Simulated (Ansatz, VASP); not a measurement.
# BAs in VASP and in Ansatz

```
CELL_PARAMETERS angstrom
0.00000 2.19742 2.19742
2.19742 0.00000 2.19742
2.19742 2.19742 0.00000
ATOMIC_POSITIONS crystal
B 0.00000 0.00000 0.00000
As 0.75000 0.75000 0.75000
```

Change from the starting cell: strain -0.080 along x and y, -0.080 along z, atoms carried along.

Alike in both runs: task single point; functional PBE; k mesh 10 × 10 × 10; occupations gaussian, width 0.05 eV; no spin polarisation.

|  | VASP | Ansatz |
| --- | --- | --- |
| version | VASP 6.6.1 | Ansatz 0.2.0 |
| potentials or method | VASP PAW PBE potentials, release 64 (B, As), cutoff 520 eV | scalar-relativistic, plane waves, PAW |
| valence electrons in the cell | 8 | 18 |

VASP gave:

```
gap on the k mesh at the Fermi level (eV) : 0.90
least direct gap on the mesh (eV)         : 3.66
pressure (GPa)                            : 63.3
```

Question: Estimate Ansatz's values.

Answer: gap on the k mesh at the Fermi level (eV): 0.91; least direct gap on the mesh (eV): 3.66; pressure (GPa): 61.2.

Both programs put the cell under a high pressure, so it lies far from rest at this level. VASP's potentials hold 8 valence electrons a cell and Ansatz's 18, so a difference there can come from the potentials and not from the codes.

Noted on VASP's run: the cell as given lies far from equilibrium.
